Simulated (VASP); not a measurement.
A run of VASP 6.6.1:

INCAR

```
  ALGO = Normal
  EDIFF = 1E-7
  ENCUT = 520
  GGA = PE
  ISIF = 2
  ISMEAR = 0
  IVDW = 12
  LASPH = T
  LCHARG = T
  LELF = T
  LREAL = F
  LVHAR = T
  LWAVE = F
  NBANDS = 27
  NELM = 60
  PREC = Accurate
  SIGMA = 0.05
```

The input KPOINTS:

```
k-points
0
Gamma
  12 12 2
```

The input POSCAR:

```
InO
1.0
    3.3440386077      0.0000000000      0.0000000000
   -1.6720193039      2.8960223855      0.0000000000
    0.0000000000      0.0000000000     16.2483227879
In O
2 2
Direct
    0.6666666667      0.3333333333      0.5895266171
    0.6666666667      0.3333333333      0.4104733829
    0.0000000000      0.0000000000      0.6398766429
    0.0000000000      0.0000000000      0.3601233571
```

Potentials or basis: VASP PAW PBE potentials, release 64 (In_d, O).

The run is started by

```bash
$ cat potpaw_PBE.64/In_d/POTCAR potpaw_PBE.64/O/POTCAR > POTCAR
$ mpirun -np 1 vasp_std > vasp.out
```

Hardware: 1 thread of Intel(R) Xeon(R) 6975P-C (Granite Rapids), on a shared host.

How long does it take, and how much memory?

It took 2.5 min on 1 thread of Intel(R) Xeon(R) 6975P-C (Granite Rapids), with other jobs on the host, peak memory 0.38 GiB. Counts: scf iterations 22, k points 38.
